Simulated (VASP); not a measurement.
Here is a VASP 6.6.1 calculation.

File POSCAR:

```
KZnF3
1.0
    3.9450135464      0.0000000000      0.0000000000
    0.0000000000      3.9450135464      0.0000000000
    0.0000000000      0.0000000000      4.1289367442
K Zn F
1 1 3
Direct
    0.0000000000      0.0000000000      0.0000000000
    0.5000000000      0.5000000000      0.5000000000
    0.5000000000      0.5000000000      0.0000000000
    0.5000000000      0.0000000000      0.5000000000
    0.0000000000      0.5000000000      0.5000000000
```

INCAR.step1

```
ALGO = Normal
EDIFF = 1E-4
ENCUT = 520
GGA = PE
ISMEAR = 0
LASPH = True
LCHARG = False
LREAL = False
LWAVE = True
NBANDS = 29
NELM = 60
PREC = Accurate
SIGMA = 0.01
```

INCAR.step2

```
ALGO = Normal
EDIFF = 1E-6
ENCUT = 520
ISIF = 2
ISMEAR = 0
ISTART = 1
LASPH = True
LCHARG = True
LELF = True
LMIXTAU = True
LREAL = False
LVHAR = True
LWAVE = False
METAGGA = R2SCAN
NBANDS = 29
NELM = 60
PREC = Accurate
SIGMA = 0.01
```

File KPOINTS:

```
k-points
0
Gamma
  6 6 6
```

Potentials or basis: VASP PAW PBE potentials, release 64 (K_sv, Zn, F).

The run is started by

```sh
$ cat potpaw_PBE.64/K_sv/POTCAR potpaw_PBE.64/Zn/POTCAR potpaw_PBE.64/F/POTCAR > POTCAR
$ cp INCAR.step1 INCAR
$ mpirun -np 1 vasp_std > vasp.out
$ cp INCAR.step2 INCAR
$ mpirun -np 1 vasp_std > vasp.out
```

Question: Predict the pressure.

Answer: 3.6 GPa.

Question: Predict the band gap on the k mesh.

Answer: 4.52 eV, indirect (least direct gap 6.83 eV).

Stress tensor (GPa, compression positive):
```
5.20 0.00 0.00
0.00 5.20 0.00
0.00 0.00 0.28
```

Caveat: the cell differs from its parent crystal (epitaxial xy strain -2.5%); the PAW data sets were made with another functional, which shifts forces and pressure a little. A k mesh can miss the band edges.
